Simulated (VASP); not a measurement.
Wanted: the native input for a VASP 6.6.1 run.

```yaml
Task: relaxation of cell and atoms
Functional: PBEsol
Potentials_or_basis: VASP PAW PBE potentials, release 64 (Ba_sv, Be)
Cutoff: 600 eV
k_mesh: 12 × 12 × 12
Occupations: gaussian, width 0.1 eV
Spin: no spin polarisation
Dipole_correction: no
Further_INCAR_settings: ALGO = Normal; EDIFF = 1e-07; IBRION = 2; EDIFFG = -0.005; NSW = 100; ISIF = 3
```

The structure of BaBe lies in POSCAR:

```
BaBe
1.0
    4.4611577631      0.0000000000      0.0000000000
   -2.2305788815      3.8634759531      0.0000000000
    0.0000000000      0.0000000000      3.9125274794
Ba Be
1 1
Direct
    0.3333333333      0.6666666667      0.0000000000
    0.6666666667      0.3333333333      0.5000000000
```

The input as run:

INCAR

```
SYSTEM = BaBe
  PREC = Accurate
  ENCUT = 600
  EDIFF = 1E-7
  ISMEAR = 0
  SIGMA = 0.1
  LREAL = .False.
  LASPH = .True.
  NELM = 100
  ALGO = Normal
  ISIF = 3
  LWAVE = .False.
  LCHARG = .False.
  GGA = PS
  IBRION = 2
  NSW = 100
  EDIFFG = -0.005
```

KPOINTS

```
regular mesh
0
Gamma
  12 12 12
  0 0 0
```

Potentials or basis: VASP PAW PBE potentials, release 64 (Ba_sv, Be).

Launch:

```bash
$ cat potpaw_PBE.64/Ba_sv/POTCAR potpaw_PBE.64/Be/POTCAR > POTCAR
$ mpirun -np 1 vasp_std > vasp.out
```

Results of the run:

```yaml
Relaxed_volume: 34.50 Å³/atom
Relaxed_cell: a = 4.444 Å, b = 4.444 Å, c = 4.034 Å, α = 90.00°, β = 90.00°, γ = 120.00°
Space_group_after_relaxing_to_0.1_Å: P-6m2 (No. 187)
Energy_gained_by_relaxing: 3.2 meV/atom
Ionic_steps: 6
Pressure_after_relaxing: 0.0 GPa
Band_gap_on_the_k_mesh: zero (bands 6 and 7 overlap by 0.90 eV)
```

Caveat: the PAW data sets were made with another functional, which shifts forces and pressure a little; spin-orbit coupling is left out, which moves the levels of the heavy elements.

Wall time 110 s on 1 thread of Intel(R) Xeon(R) 6975P-C (Granite Rapids), with other jobs on the host, peak memory 0.3 GiB.
